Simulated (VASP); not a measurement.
A run of VASP 6.6.1 is set up as follows.

Contents of INCAR:

```
SYSTEM = MoI
PREC     = Accurate       ! precision mode
ENCUT    = 520            ! plane-wave cutoff, eV
EDIFF    = 1E-6           ! SCF threshold, eV
ISMEAR   = -1             ! smearing method
SIGMA    = 0.05           ! smearing width, eV
LREAL    = .FALSE.        ! projectors in reciprocal space
LASPH    = .TRUE.         ! aspherical terms in the spheres
NELM     = 80             ! most SCF steps
ALGO     = Normal         ! electronic algorithm
ISIF     = 2              ! what is computed and relaxed
LWAVE    = .FALSE.        ! write WAVECAR
LCHARG   = .TRUE.         ! write CHGCAR
GGA      = PE             ! functional
LELF     = .TRUE.         ! ELF
LVHAR    = .TRUE.       
NBANDS   = 18             ! bands
```

File KPOINTS:

```
regular mesh
0
G
  7 7 7
  0 0 0
```

The input POSCAR:

```
MoI
1.0
    0.0000000000      3.1575161641      3.1575161641
    3.1575161641      0.0000000000      3.1575161641
    3.1575161641      3.1575161641      0.0000000000
Mo I
1 1
Direct
    0.0000000000      0.0000000000      0.0000000000
    0.7500000000      0.7500000000      0.7500000000
```

Potentials or basis: VASP PAW PBE potentials, release 64 (Mo_sv, I).

Run with:

```bash
$ cat potpaw_PBE.64/Mo_sv/POTCAR potpaw_PBE.64/I/POTCAR > POTCAR
$ mpirun -np 1 vasp_std > vasp.out
```

(1) Predict the pressure.

Results:

(1) -6.6 GPa.

Caveat: an odd number of electrons without spin polarisation forces a metal; a magnetic or distorted state may lie lower.
